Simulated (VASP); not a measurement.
# LiF (Fm-3m) in VASP: settings compared

Aim: see how the results for LiF move with the level of theory and the settings. Levels: HSE06, r2SCAN. Tasks: single point, relaxation of the atoms.

Everything below comes from runs of VASP 6.6.1. Logs are shortened: lines on timing, memory, paths and dates and some standing lists are left out, and cuts for length are marked.

### 1 The cell of the first run

It takes space group Fm-3m (No. 225, cubic). The conventional cell has a = 3.989 Å, b = 3.989 Å, c = 3.989 Å, α = 90.00°, β = 90.00°, γ = 90.00°. Li (site symmetry m-3m) has 6 F at 1.99 Å within 2.6 Å. F (site symmetry m-3m) has 6 Li at 1.99 Å within 2.6 Å.

### 2 Single point, HSE06

File POSCAR:

```
LiF
1.0
    0.0000000000      1.9946428200      1.9946428200
    1.9946428200      0.0000000000      1.9946428200
    1.9946428200      1.9946428200      0.0000000000
Li F
1 1
Direct
    0.0000000000      0.0000000000      0.0000000000
    0.5000000000      0.5000000000      0.5000000000
```

File INCAR.step1:

```
SYSTEM = LiF
PREC = Accurate ; ENCUT = 520
EDIFF = 1E-5 ; ISMEAR = -1
SIGMA = 0.02 ; LREAL = .False.
LASPH = .True. ; NELM = 60
ALGO = Normal ; ISIF = 2
LWAVE = .True. ; LCHARG = .False.
NBANDS = 12 ; GGA = PE
```

File INCAR.step2:

```
SYSTEM = LiF
PREC = Accurate ; ENCUT = 520
EDIFF = 1E-6 ; ISMEAR = -1
SIGMA = 0.02 ; LREAL = .False.
LASPH = .True. ; NELM = 60
ALGO = Normal ; ISIF = 2
LWAVE = .False. ; LCHARG = .False.
GGA = PE ; LHFCALC = .True.
HFSCREEN = 0.2079 ; PRECFOCK = Normal
NBANDS = 12 ; ISTART = 1
```

File KPOINTS:

```
regular mesh
0
Gamma
  8 8 8
  0 0 0
```

Potentials or basis: VASP PAW PBE potentials, release 64 (Li_sv, F).

The run is started by

```console
cat potpaw_PBE.64/Li_sv/POTCAR potpaw_PBE.64/F/POTCAR > POTCAR
cp INCAR.step1 INCAR
mpirun -np 1 vasp_std > vasp.out
cp INCAR.step2 INCAR
mpirun -np 1 vasp_std > vasp.out
```

OUTCAR:

```text
SYSTEM = LiF
   PREC = Accurate
   ENCUT = 520
   EDIFF = 1E-6
   ISMEAR = -1
   LREAL = .False.
   LASPH = .True.
   NELM = 60
   ISIF = 2
   GGA = PE
   LHFCALC = .True.
   HFSCREEN = 0.2079
   PRECFOCK = Normal
   ISTART = 1

 ion  position               nearest neighbor table
   1  0.000  0.000  0.000-   2 1.99   2 1.99   2 1.99   2 1.99   2 1.99   2 1.99
   2  0.500  0.500  0.500-   1 1.99   1 1.99   1 1.99   1 1.99   1 1.99   1 1.99

  LATTYP: Found a face centered cubic cell.
 ALAT       =     3.9892856400

  Lattice vectors:

 A1 = (   0.0000000000,   1.9946428200,   1.9946428200)
 A2 = (   1.9946428200,   0.0000000000,   1.9946428200)
 A3 = (   1.9946428200,   1.9946428200,   0.0000000000)

Analysis of symmetry for initial positions (statically):
=====================================================================
 Subroutine PRICEL returns:
 Original cell was already a primitive cell.

 Routine SETGRP: Setting up the symmetry group for a
 face centered cubic supercell.

 Subroutine GETGRP returns: Found 48 space group operations
 (whereof 48 operations were pure point group operations)
 out of a pool of 48 trial point group operations.

The static configuration has the point symmetry O_h .

Analysis of symmetry for dynamics (positions and initial velocities):
=====================================================================
 Subroutine PRICEL returns:
 Original cell was already a primitive cell.

 Routine SETGRP: Setting up the symmetry group for a
 face centered cubic supercell.

 Subroutine GETGRP returns: Found 48 space group operations
 (whereof 48 operations were pure point group operations)
 out of a pool of 48 trial point group operations.

The dynamic configuration has the point symmetry O_h .

 Subroutine INISYM returns: Found 48 space group operations
 (whereof 48 operations are pure point group operations),
 and found     1 'primitive' translations

----------------------------------------------------------------------------------------

                                     Primitive cell

  volume of cell :      15.8718

  direct lattice vectors                    reciprocal lattice vectors
     0.000000000  1.994642820  1.994642820    -0.250671446  0.250671446  0.250671446
     1.994642820  0.000000000  1.994642820     0.250671446 -0.250671446  0.250671446
     1.994642820  1.994642820  0.000000000     0.250671446  0.250671446 -0.250671446

  length of vectors
     2.820850928  2.820850928  2.820850928     0.434175681  0.434175681  0.434175681

  position of ions in fractional coordinates (direct lattice)
     0.000000000  0.000000000  0.000000000
     0.500000000  0.500000000  0.500000000

  ion indices of the primitive-cell ions
   primitive index   ion index
                 1           1
                 2           2

----------------------------------------------------------------------------------------

 KPOINTS: regular mesh

Automatic generation of k-mesh.
 Grid dimensions read from file:
 generate k-points for:    8    8    8

 Generating k-lattice:

  Cartesian coordinates                     Fractional coordinates (reciprocal lattice)
    -0.031333931  0.031333931  0.031333931     0.125000000  0.000000000  0.000000000
     0.031333931 -0.031333931  0.031333931     0.000000000  0.125000000  0.000000000
     0.031333931  0.031333931 -0.031333931     0.000000000  0.000000000  0.125000000

  Length of vectors
     0.054271960  0.054271960  0.054271960

  Shift w.r.t. Gamma in fractional coordinates (k-lattice)
     0.000000000  0.000000000  0.000000000

 Subroutine IBZKPT returns following result:
 ===========================================

 Found     29 irreducible k-points:

 Following reciprocal coordinates:
            Coordinates               Weight
  0.000000  0.000000  0.000000      1.000000
  0.125000  0.000000  0.000000      8.000000
  0.250000  0.000000  0.000000      8.000000
  0.375000  0.000000  0.000000      8.000000
  0.500000  0.000000  0.000000      4.000000
  0.125000  0.125000  0.000000      6.000000
[... 16 lines left out ...]
  0.500000  0.250000  0.125000     48.000000
 -0.375000  0.250000  0.125000     24.000000
 [... further k-points ...]
   k-points           NKPTS =     29   k-points in BZ     NKDIM =    512   number of bands    NBANDS=     12
   number of dos      NEDOS =    301   number of ions     NIONS =      2
   total plane-waves  NPLWV =  13824
   dimension x,y,z NGX =    24 NGY =   24 NGZ =   24
   dimension x,y,z NGXF=    48 NGYF=   48 NGZF=   48
   ions per type =               1   1
   NGX,Y,Z   is equivalent  to a cutoff of  14.14, 14.14, 14.14 a.u.
   NGXF,Y,Z  is equivalent  to a cutoff of  28.29, 28.29, 28.29 a.u.
 SYSTEM =  LiF
   PREC   = accura    normal or accurate (medium, high low for compatibility)
   ISTART =      1    job   : 0-new  1-cont  2-samecut
   ICHARG =      0    charge: 1-file 2-atom 10-const
   ISPIN  =      1    spin polarized calculation?
   LNONCOLLINEAR =      F non collinear calculations
   LSORBIT =      F    spin-orbit coupling
   LASPH  =      T    aspherical Exc in radial PAW
   ENCUT  =  520.0 eV  38.22 Ry    6.18 a.u.   5.24  5.24  5.24*2*pi/ulx,y,z
   NELM   =     60;   NELMIN=  2; NELMDL=  0     # of ELM steps
   EDIFF  = 0.1E-05   stopping-criterion for ELM
   LREAL  =      F    real-space projection
   EDIFFG = 0.1E-04   stopping-criterion for IOM
   NSW    =      0    number of steps for IOM
   IBRION =     -1    ionic relax: 0-MD 1-quasi-New 2-CG
   NFREE  =      0    steps in history (QN), initial steepest desc. (CG)
   ISIF   =      2    stress and relaxation
   ISYM   =      3    0-nonsym 1-usesym 2-fastsym
   POTIM  = 0.5000    time-step for ionic-motion
   TEBEG  =    0.0;   TEEND  =   0.0 temperature during run
   PSTRESS=    0.0 pullay stress
   NELECT =      10.0000    total number of electrons
   NUPDOWN=      -1.0000    fix difference up-down
   EMIN   =  10.00;   EMAX   =-10.00  energy-range for DOS
   EFERMI =   0.00;   METHOD = LEGACY
   ISMEAR =    -1;   SIGMA  =   0.02  broadening in eV -4-tet -1-fermi 0-gaus
   EFERMI_NEDOS =   21; number of points for ismear=-14 and -15
   IALGO  =     38    algorithm
   IMIX   =      1    mixing-type and parameters
     AMIX     =   0.40;   BMIX     =  1.00
     AMIX_MAG =   1.60;   BMIX_MAG =  1.00
  volume/ion in A,a.u.               =       7.94        53.55
  Fermi-wavevector in a.u.,A,eV,Ry     =   1.403459  2.652153 26.799353  1.969697
  Thomas-Fermi vector in A             =   2.526119
   LORBIT       =      0    0 simple, 1 ext, 2 COOP (PROOUT), +10 PAW based schemes
   GGA     = PE    functional components
   LHFCALC =     T    Hartree Fock is set to
   PRECFOCK=normal    Normal, Fast or Accurate (Low or Medium for compatibility)
   ENCUT4O =  -1.0   cutoff for four orbital integrals eV
   NKREDX  =     1    reduce k-point grid by
   NKREDY  =     1    reduce k-point grid by
   NKREDZ  =     1    reduce k-point grid by
   AEXX    =    0.2500 exact exchange contribution
   HFSCREEN=    0.2079 screening length (either q_TF or 0.3 A-1)
   HFSCREENC=   0.2079 screening length for correlation (either q_TF or 0.3 A-1)
   ENCUTFOCK=  -1.0 apply spherical cutoff to Coloumb kernel
   IVDW    =     0    specifies the selected vdW correction
   LEPSILON=     F    determine dielectric tensor
   LRPA    =     F    only Hartree local field effects (RPA)
 non-spin polarized calculation
  energy-cutoff  :      520.00
  volume of cell :       15.87
 maximum number of plane-waves:       444
 NGX is ok and might be reduce to    24
  NGX = 16; NGY = 16; NGZ = 16

 number of electron       9.9999997 magnetization

 Free energy of the ion-electron system (eV)
  ---------------------------------------------------
  ext. energy  EPLUGINS =         0.00000000
  ---------------------------------------------------
  free energy    TOTEN  =       -11.38599967 eV

  energy without entropy =      -11.38599967  energy(sigma->0) =      -11.38599967

 E-fermi :  -1.8866     XC(G=0):  -8.2771

 val. band max:       -2.5596445515   @ k =   0.0000   0.0000   0.0000
 cond. band min:       9.1106374913   @ k =   0.0000   0.0000   0.0000
 fundamental gap:     11.6702820427
 Fermi energy:        -1.8865946449

 k-point     1 :       0.0000    0.0000    0.0000
  band No.  band energies     occupation
      1     -45.4658      2.00000
      2     -24.2176      2.00000
      3      -2.5596      2.00000
      4      -2.5596      2.00000
      5      -2.5596      2.00000
      6       9.1106      0.00000
      7      24.4440      0.00000
      8      24.4440      0.00000
      9      24.4440      0.00000
     10      24.5750      0.00000
     11      24.5750      0.00000
     12      24.5750      0.00000

 k-point     2 :       0.1250    0.0000    0.0000
  band No.  band energies     occupation
      1     -45.4559      2.00000
      2     -24.1520      2.00000
      3      -3.0256      2.00000
      4      -2.5994      2.00000
      5      -2.5994      2.00000
      6       9.5618      0.00000
      7      20.8154      0.00000
      8      22.6777      0.00000
      9      22.6777      0.00000
     10      26.0046      0.00000
     11      26.0135      0.00000
     12      26.0135      0.00000

 k-point     3 :       0.2500    0.0000    0.0000
  band No.  band energies     occupation
      1     -45.4320      2.00000
      2     -23.9873      2.00000
      3      -4.0428      2.00000
      4      -2.6925      2.00000
      5      -2.6925      2.00000
      6      10.3872      0.00000
      7      18.1780      0.00000
      8      20.8114      0.00000
      9      20.8114      0.00000
     10      27.4770      0.00000
     11      27.9490      0.00000
     12      27.9490      0.00000

 k-point     4 :       0.3750    0.0000    0.0000
  band No.  band energies     occupation
      1     -45.4080      2.00000
      2     -23.8135      2.00000
      3      -4.9562      2.00000
      4      -2.7820      2.00000
      5      -2.7820      2.00000
      6      10.7313      0.00000
      7      17.2558      0.00000
      8      19.5236      0.00000
      9      19.5236      0.00000
     10      29.4985      0.00000
     11      30.3683      0.00000
     12      30.3683      0.00000

 k-point     5 :       0.5000    0.0000    0.0000
  band No.  band energies     occupation
      1     -45.3982      2.00000
      2     -23.7389      2.00000
      3      -5.3132      2.00000
      4      -2.8180      2.00000
      5      -2.8180      2.00000
      6      10.7099      0.00000
      7      17.2078      0.00000
      8      19.0721      0.00000
      9      19.0721      0.00000
     10      31.0532      0.00000
     11      31.8308      0.00000
     12      31.8308      0.00000
[... 228 lines left out ...]
      1     -45.3800      2.00000
      2     -23.4454      2.00000
      3      -5.8155      2.00000
      4      -3.6584      2.00000
      5      -3.6584      2.00000
      6      15.1354      0.00000
      7      16.3535      0.00000
      8      17.7992      0.00000
      9      20.7437      0.00000
     10      20.7437      0.00000
     11      34.4475      0.00000
     12      39.1711      0.00000

 k-point    22 :       0.3750    0.2500    0.1250
  band No.  band energies     occupation
      1     -45.4150      2.00000
      2     -23.8371      2.00000
      3      -4.3184      2.00000
      4      -3.3901      2.00000
      5      -2.8814      2.00000
      6      11.6033      0.00000
      7      17.1736      0.00000
      8      19.9286      0.00000
      9      20.5304      0.00000
     10      24.0493      0.00000
     11      31.6300      0.00000
     12      31.8716      0.00000

 k-point    23 :       0.5000    0.2500    0.1250
  band No.  band energies     occupation
      1     -45.3962      2.00000
      2     -23.6775      2.00000
      3      -4.8645      2.00000
      4      -3.7698      2.00000
      5      -3.0178      2.00000
      6      12.3836      0.00000
      7      16.1532      0.00000
      8      19.3487      0.00000
      9      19.9134      0.00000
     10      26.1184      0.00000
     11      30.9914      0.00000
     12      33.6268      0.00000

 k-point    24 :      -0.3750    0.2500    0.1250
  band No.  band energies     occupation
      1     -45.3885      2.00000
      2     -23.6091      2.00000
      3      -5.1000      2.00000
      4      -3.8897      2.00000
      5      -3.0941      2.00000
      6      12.5572      0.00000
      7      16.0104      0.00000
      8      19.2337      0.00000
      9      19.5827      0.00000
     10      28.1045      0.00000
     11      29.2471      0.00000
     12      35.0308      0.00000

 [... further k-points ...]

------------------------ aborting loop because EDIFF is reached ----------------------------------------

  FORCE on cell =-STRESS in cart. coord.  units (eV):
  Direction    XX          YY          ZZ          XY          YZ          ZX
  --------------------------------------------------------------------------------------
  -------------------------------------------------------------------------------------
  Total        0.1121309      0.1121309      0.1121309      0.0000000      0.0000000     -0.0000000
  in kB       11.3190614     11.3190614     11.3190614      0.0000000      0.0000000     -0.0000000
  external PRESSURE =      11.3190614 kB  Pullay stress =       0.0000000 kB

 VOLUME and BASIS-vectors are now :
 -----------------------------------------------------------------------------
  energy-cutoff  :      520.00
  volume of cell :       15.87
      direct lattice vectors                 reciprocal lattice vectors
     0.000000000  1.994642820  1.994642820    -0.250671446  0.250671446  0.250671446
     1.994642820  0.000000000  1.994642820     0.250671446 -0.250671446  0.250671446
     1.994642820  1.994642820  0.000000000     0.250671446  0.250671446 -0.250671446

 POSITION                                       TOTAL-FORCE (eV/Angst)
 -----------------------------------------------------------------------------------
      0.00000      0.00000      0.00000         0.000000     -0.000000      0.000000
      1.99464      1.99464      1.99464        -0.000000      0.000000     -0.000000
 -----------------------------------------------------------------------------------
    total drift:                               -0.000000     -0.000000     -0.000000

  FREE ENERGIE OF THE ION-ELECTRON SYSTEM (eV)
  ---------------------------------------------------
  free  energy   TOTEN  =       -11.3859996694 eV

  energy  without entropy=      -11.3859996694  energy(sigma->0) =      -11.38599967
```

Wall time 22 min (1 thread of Intel Xeon 8259CL, shared host); peak memory 0.24 GiB.

What came out:

```yaml
Free_energy: -11.3860 eV
Band_gap_on_the_k_mesh: 11.67 eV
```

Caveat: the cutoff is under 1.25 times the usual one of these potentials, so pressure, stress and relaxed cells hold a basis-set (Pulay) error; the PAW data sets were made with another functional, which shifts forces and pressure a little. A k mesh can miss the band edges.

### 3 Relaxation of the atoms, r2SCAN

POSCAR is that of step 2.

File INCAR.step1:

```
ALGO     = Normal         # electronic algorithm
EDIFF    = 1E-4           # SCF threshold, eV
ENCUT    = 520            # plane-wave cutoff, eV
GGA      = PE             # functional
ISMEAR   = -1             # smearing method
LASPH    = T              # aspherical terms in the spheres
LCHARG   = F              # write CHGCAR
LREAL    = F              # projectors in reciprocal space
LWAVE    = T              # write WAVECAR
NELM     = 80             # most SCF steps
PREC     = Accurate       # precision mode
SIGMA    = 0.02           # smearing width, eV
```

File INCAR.step2:

```
ALGO     = Normal         # electronic algorithm
EDIFF    = 1E-6           # SCF threshold, eV
EDIFFG   = -0.01          # ionic threshold
ENCUT    = 520            # plane-wave cutoff, eV
IBRION   = 2              # ionic algorithm
ISIF     = 2              # what is computed and relaxed
ISMEAR   = -1             # smearing method
ISTART   = 1            
LASPH    = T              # aspherical terms in the spheres
LCHARG   = F              # write CHGCAR
LMIXTAU  = T            
LREAL    = F              # projectors in reciprocal space
LWAVE    = F              # write WAVECAR
METAGGA  = R2SCAN         # meta-GGA
NELM     = 80             # most SCF steps
NSW      = 50             # ionic steps
PREC     = Accurate       # precision mode
SIGMA    = 0.02           # smearing width, eV
```

File KPOINTS:

```
k-points
0
Gamma
  12 12 12
```

Potentials or basis: VASP PAW PBE potentials, release 64 (Li_sv, F).

The run is started by

```console
cat potpaw_PBE.64/Li_sv/POTCAR potpaw_PBE.64/F/POTCAR > POTCAR
cp INCAR.step1 INCAR
mpirun -np 1 vasp_std > vasp.out
cp INCAR.step2 INCAR
mpirun -np 1 vasp_std > vasp.out
```

Wall time 55 s (1 thread of Intel Xeon Platinum 8259CL at 2.50GHz (Skylake/Cascade Lake), shared host); peak memory 0.13 GiB.

The run converged. Its results:

| Quantity | Value |
| --- | --- |
| Free energy | -11.9031 eV |
| Band gap on the k mesh | 10.56 eV |

Final structure:
```yaml
crystal:
  lattice:
    - [0.00000, 1.99464, 1.99464]
    - [1.99464, 0.00000, 1.99464]
    - [1.99464, 1.99464, 0.00000]
  atoms:
    - { symbol: Li, position: [0.00000, 0.00000, 0.00000] }
    - { symbol: F, position: [0.50000, 0.50000, 0.50000] }
```

Levels at points of the mesh, in eV from the valence-band top:
| k point | band 3 | band 4 | band 5 | band 6 | band 7 | band 8 |
| --- | --- | --- | --- | --- | --- | --- |
| (0.00, 0.00, 0.00) | 0.00 | 0.00 | 0.00 | 10.56 | 25.77 | 25.77 |
| (0.50, 0.00, 0.00) | -2.58 | -0.25 | -0.25 | 12.00 | 18.50 | 20.68 |
| (0.50, 0.50, 0.00) | -3.13 | -1.05 | -1.05 | 16.35 | 17.59 | 19.49 |

Caveat: the cutoff is under 1.25 times the usual one of these potentials, so pressure, stress and relaxed cells hold a basis-set (Pulay) error; the relaxation stopped at its first step, so nothing moved; the PAW data sets were made with another functional, which shifts forces and pressure a little. r2SCAN opens gaps a little over a GGA but as a rule still falls short of measured ones.
